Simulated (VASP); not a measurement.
# ZnSe (I-4m2) in VASP: further runs, part 2 of 2

VASP 6.6.1. The steps go on from the part before.

## Step 3: Single point, LDA

This run uses another cell than the first one, of the same volume but with other edges.

INCAR

```
  PREC = Accurate
  ENCUT = 520
  EDIFF = 1E-6
  ISMEAR = 0
  SIGMA = 0.05
  LREAL = False
  LASPH = True
  NELM = 60
  ALGO = Normal
  ISIF = 2
  LWAVE = False
  LCHARG = False
  NBANDS = 16
```

KPOINTS

```
regular mesh
0
Gamma
  10 10 10
```

POSCAR

```
ZnSe
1.0
    0.0000000000      2.5964985149      3.3754480693
    2.5964985149      0.0000000000      3.3754480693
    2.5964985149      2.5964985149      0.0000000000
Zn Se
1 1
Direct
    0.0000000000      0.0000000000      0.0000000000
    0.7500000000      0.7500000000      0.7500000000
```

Potentials or basis: VASP PAW LDA potentials, release 64 (Zn, Se).

Command:

```console
> cat potpaw_LDA.64/Zn/POTCAR potpaw_LDA.64/Se/POTCAR > POTCAR
> mpirun -np 1 vasp_std > vasp.out
```

OUTCAR:

```text
PREC = Accurate
   ENCUT = 520
   EDIFF = 1E-6
   ISMEAR = 0
   LREAL = False
   LASPH = True
   NELM = 60
   ISIF = 2

 ion  position               nearest neighbor table
   1  0.000  0.000  0.000-   2 2.49   2 2.49   2 2.49   2 2.49
   2  0.750  0.750  0.750-   1 2.49   1 2.49   1 2.49   1 2.49

  LATTYP: Found a body centered tetragonal cell.
 ALAT       =     3.6720034145
 C/A-ratio  =     1.8384776310

  Lattice vectors:

 A1 = (  -2.5964985149,   0.0000000000,   3.3754480693)
 A2 = (   2.5964985149,   0.0000000000,   3.3754480693)
 A3 = (   0.0000000000,   2.5964985149,  -3.3754480693)

Analysis of symmetry for initial positions (statically):
=====================================================================
 Subroutine PRICEL returns:
 Original cell was already a primitive cell.

 Routine SETGRP: Setting up the symmetry group for a
 body centered tetragonal supercell.

 Subroutine GETGRP returns: Found  8 space group operations
 (whereof  8 operations were pure point group operations)
 out of a pool of 16 trial point group operations.

The static configuration has the point symmetry D_2d.

Analysis of symmetry for dynamics (positions and initial velocities):
=====================================================================
 Subroutine PRICEL returns:
 Original cell was already a primitive cell.

 Routine SETGRP: Setting up the symmetry group for a
 body centered tetragonal supercell.

 Subroutine GETGRP returns: Found  8 space group operations
 (whereof  8 operations were pure point group operations)
 out of a pool of 16 trial point group operations.

The dynamic configuration has the point symmetry D_2d.

 Subroutine INISYM returns: Found  8 space group operations
 (whereof  8 operations are pure point group operations),
 and found     1 'primitive' translations

[... 112 lines left out ...]
   IMIX   =      4    mixing-type and parameters
     AMIX     =   0.40;   BMIX     =  1.00
     AMIX_MAG =   1.60;   BMIX_MAG =  1.00
  volume/ion in A,a.u.               =      22.76       153.57
  Fermi-wavevector in a.u.,A,eV,Ry     =   1.201673  2.270834 19.647073  1.444019
  Thomas-Fermi vector in A             =   2.337476
   LORBIT       =      0    0 simple, 1 ext, 2 COOP (PROOUT), +10 PAW based schemes
   GGA     = CA    functional components
   LHFCALC =     F    Hartree Fock is set to
   AEXX    =    0.0000 exact exchange contribution
   IVDW    =     0    specifies the selected vdW correction
   LEPSILON=     F    determine dielectric tensor
   LRPA    =     F    only Hartree local field effects (RPA)
 non-spin polarized calculation
 Gauss-broadening in eV      SIGMA  =   0.05
  energy-cutoff  :      520.00
  volume of cell :       45.51
 maximum number of plane-waves:      1240
   NGX = 15   NGY = 15   NGZ = 13

 number of electron      17.9999994 magnetization

 Free energy of the ion-electron system (eV)
  ---------------------------------------------------
  ext. energy  EPLUGINS =         0.00000000
  ---------------------------------------------------
  free energy    TOTEN  =        -7.01359080 eV

  energy without entropy =       -7.01356883  energy(sigma->0) =       -7.01357982

 E-fermi :   2.0531     XC(G=0):  -9.7459

 val. band max:        1.9745390969   @ k =  -0.1000   0.1000   0.0000
 cond. band min:       2.1058503164   @ k =   0.0000   0.0000   0.0000
 fundamental gap:      0.1313112196
 Fermi energy:         2.0531113093

 k-point     1 :       0.0000    0.0000    0.0000
  band No.  band energies     occupation
      1     -11.6593      2.00000
      2      -5.2341      2.00000
      3      -5.0914      2.00000
      4      -5.0914      2.00000
      5      -4.8796      2.00000
      6      -4.8302      2.00000
[... 433 lines left out ...]
      3      -4.9635      2.00000
      4      -4.9554      2.00000
      5      -4.8971      2.00000
      6      -4.8247      2.00000
[... 8 lines left out ...]
     15      14.9533      0.00000
     16      15.8979      0.00000

 [... further k-points ...]

------------------------ aborting loop because EDIFF is reached ----------------------------------------

  FORCE on cell =-STRESS in cart. coord.  units (eV):
  Direction    XX          YY          ZZ          XY          YZ          ZX
  --------------------------------------------------------------------------------------
  -------------------------------------------------------------------------------------
  Total        0.3067920      0.3067920     -3.9997596      0.0000000      0.0000000      0.0000000
  in kB       10.7998329     10.7998329   -140.8013739      0.0000000      0.0000000      0.0000000
  external PRESSURE =     -39.7339027 kB  Pullay stress =       0.0000000 kB

 VOLUME and BASIS-vectors are now :
 -----------------------------------------------------------------------------
  energy-cutoff  :      520.00
  volume of cell :       45.51
      direct lattice vectors                 reciprocal lattice vectors
     0.000000000  2.596498515  3.375448069    -0.192567027  0.192567027  0.148128482
     2.596498515  0.000000000  3.375448069     0.192567027 -0.192567027  0.148128482
     2.596498515  2.596498515  0.000000000     0.192567027  0.192567027 -0.148128482

 POSITION                                       TOTAL-FORCE (eV/Angst)
 -----------------------------------------------------------------------------------
      0.00000      0.00000      0.00000        -0.000000      0.000000      0.000000
      3.89475      3.89475      5.06317         0.000000     -0.000000      0.000000
 -----------------------------------------------------------------------------------
    total drift:                               -0.000001     -0.000001     -0.000002

  FREE ENERGIE OF THE ION-ELECTRON SYSTEM (eV)
  ---------------------------------------------------
  free  energy   TOTEN  =        -7.0135908006 eV

  energy  without entropy=       -7.0135688343  energy(sigma->0) =       -7.01357982
```

OSZICAR:

```text
N       E                     dE             d eps       ncg     rms          rms(c)
DAV:   1     0.851804596090E+02    0.85180E+02   -0.87424E+03  3264   0.128E+03
DAV:   2    -0.177464423338E+01   -0.86955E+02   -0.81351E+02  3640   0.249E+02
DAV:   3    -0.733334900461E+01   -0.55587E+01   -0.55331E+01  4088   0.618E+01
DAV:   4    -0.737894508385E+01   -0.45596E-01   -0.45592E-01  3816   0.592E+00
DAV:   5    -0.737917465907E+01   -0.22958E-03   -0.22957E-03  4192   0.385E-01    0.459E+00
DAV:   6    -0.704861794791E+01    0.33056E+00   -0.63680E-01  4584   0.248E+01    0.353E+00
DAV:   7    -0.701910205051E+01    0.29516E-01   -0.16157E-01  3880   0.379E+00    0.148E+00
DAV:   8    -0.701421645257E+01    0.48856E-02   -0.42943E-03  4760   0.761E-01    0.426E-01
DAV:   9    -0.701357688662E+01    0.63957E-03   -0.11550E-03  3704   0.274E-01    0.579E-02
DAV:  10    -0.701359262039E+01   -0.15734E-04   -0.10600E-04  3816   0.109E-01    0.133E-02
DAV:  11    -0.701359077099E+01    0.18494E-05   -0.63738E-06  4584   0.457E-02    0.302E-03
DAV:  12    -0.701359080056E+01   -0.29563E-07   -0.12230E-06  2048   0.848E-03
   1 F= -.70135908E+01 E0= -.70135798E+01  d E =-.219662E-04
```

Wall time 1.9 min (1 thread of AMD EPYC 7R13, shared host); peak memory 0.18 GiB.

Results:

- Free energy: -7.0136 eV
- Pressure: -4.0 GPa
- Band gap on the k mesh: 0.13 eV (least direct gap 0.14 eV)

Levels at points of the mesh, in eV from the valence-band top:
| k point | band 7 | band 8 | band 9 | band 10 | band 11 | band 12 |
| --- | --- | --- | --- | --- | --- | --- |
| (0.00, 0.00, 0.00) | -1.52 | -0.01 | -0.01 | 0.13 | 5.61 | 5.61 |
| (0.50, 0.00, 0.00) | -5.54 | -2.14 | -0.35 | 1.13 | 5.96 | 7.06 |
| (0.50, 0.50, 0.00) | -6.18 | -1.50 | -1.50 | 3.43 | 4.49 | 8.20 |
| (0.50, 0.00, 0.50) | -4.60 | -3.09 | -2.67 | 2.05 | 2.20 | 8.15 |

Caveat: the stress differs along the axes, from -14 to 1 GPa; semilocal functionals underestimate gaps, and a narrow one can read as zero.
